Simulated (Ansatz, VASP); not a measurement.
One calculation of TeW, two programs

INCAR

```
SYSTEM = TeW
ALGO = Normal ; EDIFF = 1E-6
EDIFFG = -0.08 ; ENCUT = 600
GGA = PE ; IBRION = 2
ISIF = 3 ; ISMEAR = 0
LASPH = .TRUE. ; LCHARG = .FALSE.
LREAL = .FALSE. ; LWAVE = .FALSE.
NELM = 100 ; NSW = 36
PREC = Accurate ; SIGMA = 0.2
```

File KPOINTS:

```
k-points
0
G
  6 6 5
  0 0 0
```

Contents of POSCAR:

```
TeW
1.0
    3.9304667800      0.0000000000      0.0000000000
   -1.9652333900      3.4038840800      0.0000000000
    0.0000000000      0.0000000000      4.3192815800
Te W
1 1
Direct
    0.0000000000      0.0000000000      0.5000000000
    0.0000000000      0.0000000000      0.0000000000
```

Input for Ansatz:

```yaml
crystal:
  lattice:
    - [3.93046678, 0.0, 0.0]
    - [-1.96523339, 3.40388408, 0.0]
    - [0.0, 0.0, 4.31928158]
  atoms:
    - { symbol: Te, position: [0.0, 0.0, 0.5] }
    - { symbol: W, position: [0.0, 0.0, 0.0] }
basis:
  ecutwfc: 420
kpoints:
  mp_grid: { grid: [6, 6, 5] }
hamiltonian:
  xc: pbe
scf:
  occupations: { method: gaussian, width: 0.2 }
  lower_state_search: "off"
output:
  forces: true
  stress: true
  eigenvalues: true
relax:
  adjacent_minimum: "off"
  f_tol: 0.08
  max_steps: 16
  cell: { stress_tol: 0.8 }
```

Alike in both runs: task relaxation of cell and atoms; functional PBE; k mesh 6 × 6 × 5; occupations gaussian, width 0.2 eV; no spin polarisation.

|  | VASP | Ansatz |
| --- | --- | --- |
| version | VASP 6.6.1 | Ansatz 0.2.0 |
| potentials or method | VASP PAW PBE potentials, release 64 (Te, W_sv), cutoff 600 eV | scalar-relativistic, plane waves, PAW |
| valence electrons in the cell | 20 | 30 |

|  | VASP | Ansatz | Ansatz less VASP |
| --- | --- | --- | --- |
| gap on the k mesh at the Fermi level, each at its own relaxed structure (eV) | none | none | - |
| relaxed volume (Å³/atom) | 21.53 | 21.52 | -0.014 |
| relaxed cell length with the largest relative difference (Å) | 5.733 | 5.728 | -0.0047 |

A gap of «none» marks a metal or a gap that the smearing closes. VASP's potentials hold 20 valence electrons a cell and Ansatz's 30, so a difference there can come from the potentials and not from the codes.

Neither program's run includes spin-orbit coupling. Noted on VASP's run: the volume moved by over 15 % at a fixed basis, so the end points are rough.
